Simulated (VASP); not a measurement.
Set up this calculation in VASP 6.6.1, as the native input.

```yaml
Task: single point
Functional: PBE
Potentials_or_basis: VASP PAW PBE potentials, release 64 (B, P)
Cutoff: 500 eV
k_mesh: 4 × 4 × 2
Occupations: gaussian, width 0.1 eV
Spin: no spin polarisation
Dipole_correction: no
Further_INCAR_settings: ALGO = Normal; EDIFF = 1e-06; NBANDS = 32
```

The structure of B5P lies in POSCAR:

```
B5P
1.0
   -4.2808148041     -0.0030549461     -0.0000481134
   -0.0000567250      0.0008400971     -4.4184198742
   -0.0060495383     -8.5576275682      0.0015911748
B P
10 2
Direct
    0.4991638132      0.7905494881      0.7498827489
    0.5006181970      0.7909887297      0.2499527740
    0.4999328511      0.5449669068      0.9025934787
    0.4999472558      0.5449984977      0.4026086018
    0.8047599844      0.5446577511      0.7499852083
    0.8057916797      0.5452726648      0.2501454111
    0.5001775182      0.5446306442      0.5973572064
    0.5004795912      0.5451507860      0.0973187664
    0.1941345630      0.5446478285      0.7502178545
    0.1952220168      0.5452210517      0.2502815828
    0.4991383377      0.2192230484      0.7499389091
    0.5006341917      0.2196926033      0.2497174580
```

One way to write it, as run:

INCAR

```
ALGO = Normal ; EDIFF = 1E-6
ENCUT = 500 ; GGA = PE
GGA_COMPAT = False ; ISIF = 2
ISMEAR = 0 ; LASPH = True
LCHARG = False ; LREAL = False
LWAVE = False ; NBANDS = 32
NELM = 120 ; PREC = Accurate
SIGMA = 0.1
```

KPOINTS

```
k-points
0
Gamma
  4 4 2
```

Potentials or basis: VASP PAW PBE potentials, release 64 (B, P).

Command:

```sh
$ cat potpaw_PBE.64/B/POTCAR potpaw_PBE.64/P/POTCAR > POTCAR
$ mpirun -np 1 vasp_std > vasp.out
```

Results of the run:

| Quantity | Value |
| --- | --- |
| Pressure | -0.1 GPa |
| Largest force | 0.039 eV/Å |
| Band gap on the k mesh | 0.88 eV |

Run time: 100 s on 1 thread of Intel Xeon 8259CL, with other jobs on the host, peak memory 0.27 GiB.
